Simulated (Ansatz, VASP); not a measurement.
## BaTiO3: VASP beside Ansatz

```
Ba Ti O
1.0
     2.99191    1.65299    2.35630
    -2.99191    1.65299    2.35630
     0.00000   -3.30599    2.35630
Ba Ti O
1 1 3
Direct
  0.00495 0.00495 0.00495
  0.51919 0.51919 0.51919
  0.48839 0.48839 0.97777
  0.48839 0.97777 0.48839
  0.97777 0.48839 0.48839
```

Alike in both runs: task single point; functional PBE; k mesh 6 × 6 × 6; occupations gaussian, width 0.05 eV; no spin polarisation.

|  | VASP | Ansatz |
| --- | --- | --- |
| version | VASP 6.6.1 | Ansatz 0.2.0 |
| potentials or method | VASP PAW PBE potentials, release 64 (Ba_sv, Ti_sv, O), cutoff 520 eV | scalar-relativistic, plane waves, PAW |
| valence electrons in the cell | 40 | 40 |

```csv
,VASP,Ansatz,Ansatz less VASP
gap on the k mesh at the Fermi level (eV),2.35,2.38,+0.035
pressure (GPa),-4.8,-6.2,-1.34
"traceless stress, the component that is largest in VASP (GPa)",-5.75,-5.64,+0.113
rms of the force components (eV/Å),0.204,0.227,+0.0233
```

Atom by atom the forces differ by 0.033 eV/Å (rms over components).

Neither program's run includes spin-orbit coupling.
